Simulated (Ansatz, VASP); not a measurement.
This is a calculation of MnO for VASP 6.6.1.

INCAR

```
PREC = Accurate
ENCUT = 520
EDIFF = 1E-7
ISMEAR = -1
SIGMA = 0.05
LREAL = False
LASPH = True
NELM = 150
ALGO = Normal
ISIF = 2
LWAVE = False
LCHARG = False
ISPIN = 2
MAGMOM = 4 0
LORBIT = 11
LMAXMIX = 4
GGA = PE
NBANDS = 20
```

File KPOINTS:

```
regular mesh
0
Gamma
  10 10 10
```

The input POSCAR:

```
MnO
1.0
    0.0000000000      2.2220003300      2.2220003300
    2.2220003300      0.0000000000      2.2220003300
    2.2220003300      2.2220003300      0.0000000000
Mn O
1 1
Direct
    0.0053850000      0.0050130000      0.0051770000
    0.5059410000      0.4987120000      0.4999100000
```

Potentials or basis: VASP PAW PBE potentials, release 64 (Mn_pv, O).

Launch:

```console
$ cat potpaw_PBE.64/Mn_pv/POTCAR potpaw_PBE.64/O/POTCAR > POTCAR
$ mpirun -np 1 vasp_std > vasp.out
```

Task: Translate it to Ansatz 0.2.0. Potentials there: all-electron LAPW, scalar-relativistic.

Result: As run (the cutoff follows the program's own potentials):

The input input.yaml:

```yaml
crystal:
  lattice:
    - [0.0, 2.22200033, 2.22200033]
    - [2.22200033, 0.0, 2.22200033]
    - [2.22200033, 2.22200033, 0.0]
  atoms:
    - { symbol: Mn, position: [0.005385, 0.005013, 0.005177], spin: 4.0 }
    - { symbol: O, position: [0.505941, 0.498712, 0.49991] }
kpoints:
  mp_grid: { grid: [10, 10, 10] }
scf:
  occupations: { method: fermi_dirac, width: 0.05 }
hamiltonian:
  xc: pbe
  pseudopotentials: { kind: all_electron, lapw: { basis_error: 0.001 } }
magnetization:
  spin_polarized: true
output:
  forces: true
  stress: true
  eigenvalues: true
  populations: true
```

Potentials or basis: all-electron LAPW, scalar-relativistic.

Launch:

```console
$ ansatz run input.yaml --threads 2 --pin off --max-ram 6144MiB --backend cpu --events-out ev --progress --plain --runs-dir out
```

Both were run:

|  | VASP | Ansatz | Ansatz less VASP |
| --- | --- | --- | --- |
| gap on the k mesh at the Fermi level (eV) | none | none | - |
| pressure (GPa) | 0.7 | 0.5 | -0.18 |
| traceless stress, the component that is largest in VASP (GPa) | 0.06 | 0.06 | -0.003 |
| rms of the force components (eV/Å) | 0.064 | 0.061 | -0.0029 |
| net moment per atom (μB) | 2.39 | 2.39 | 0.000 |
| size of the moment on the site where the two differ most (μB) | 0.21 | 0.23 | +0.029 |

Site moments also hang on the region over which each program counts them. Atom by atom the forces differ by 0.003 eV/Å (rms over components). A gap of «none» marks a metal or a gap that the smearing closes. Ansatz ran all-electron here, and VASP with PAW potentials.
